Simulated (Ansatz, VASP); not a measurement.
# InP in VASP and in Ansatz

```xyz
2
Lattice="0.0000 2.6008 2.9305 2.6008 0.0000 2.9305 2.6008 2.6008 0.0000" Properties=species:S:1:pos:R:3 pbc="T T T"
In    0.0000    0.0000    0.0000
P     3.9012    3.9012    4.3957
```

Change from the starting cell: strain -0.1125 x Voigt [1, 1, 0, 0, 0, 0], atoms carried along.

Alike in both runs: task single point; functional PBEsol; k mesh 8 × 8 × 8; occupations gaussian, width 0.05 eV; no spin polarisation.

|  | VASP | Ansatz |
| --- | --- | --- |
| version | VASP 6.6.1 | Ansatz 0.2.0 |
| potentials or method | VASP PAW PBE potentials, release 64 (In_d, P), cutoff 520 eV | scalar-relativistic, plane waves, PAW |
| valence electrons in the cell | 18 | 18 |

Ansatz gave:

* gap on the k mesh at the Fermi level (eV): 0.61
* least direct gap on the mesh (eV): 1.51
* pressure (GPa): 28.0
* traceless stress, the component that is largest in VASP (GPa): -2.79

Q: What did VASP give for the same quantities?

A: gap on the k mesh at the Fermi level (eV): 0.61; least direct gap on the mesh (eV): 1.51; pressure (GPa): 27.9; traceless stress, the component that is largest in VASP (GPa): -2.81.

VASP's potentials were made for PBE, not for PBEsol.
